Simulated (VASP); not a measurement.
Write the native input for VASP 6.6.1 that does the following.

| Quantity | Value |
| --- | --- |
| Task | single point |
| Functional | LDA |
| Potentials or basis | VASP PAW LDA potentials, release 64 (Rh_pv) |
| Cutoff | 520 eV |
| k mesh | 22 × 22 × 22 |
| Occupations | gaussian, width 0.15 eV |
| Spin | no spin polarisation |
| Dipole correction | no |
| Further INCAR settings | ALGO = Normal; EDIFF = 1e-07; NBANDS = 14 |

The structure of Rh lies in POSCAR:

```
Rh
1.0
    0.0000000000      2.0038059083      1.4713946785
    2.0038059083      0.0000000000      1.4713946785
    2.0038059083      2.0038059083      0.0000000000
Rh
1
Direct
    0.0000000000      0.0000000000      0.0000000000
```

These files were run (other wordings do the same):

INCAR

```
  PREC = Accurate
  ENCUT = 520
  EDIFF = 1E-7
  ISMEAR = 0
  SIGMA = 0.15
  LREAL = F
  LASPH = T
  NELM = 80
  ALGO = Normal
  ISIF = 2
  LWAVE = F
  LCHARG = T
  GGA = CA
  LELF = T
  LVHAR = T
  NBANDS = 14
```

KPOINTS

```
Automatic mesh
0
Gamma
  22 22 22
```

Potentials or basis: VASP PAW LDA potentials, release 64 (Rh_pv).

Launch:

```console
$ cat potpaw_LDA.64/Rh_pv/POTCAR > POTCAR
$ mpirun -np 1 vasp_std > vasp.out
```

Results of the run:

| Quantity | Value |
| --- | --- |
| Pressure | 58.6 GPa |
| Band gap on the k mesh | zero (an odd number of electrons rules out a gap without spin polarisation) |

Caveat: the stress differs along the axes, from 52 to 71 GPa.

Wall time 67 s on 1 thread of AMD EPYC 9R14 (Zen 4), on a shared host, peak memory 0.19 GiB.
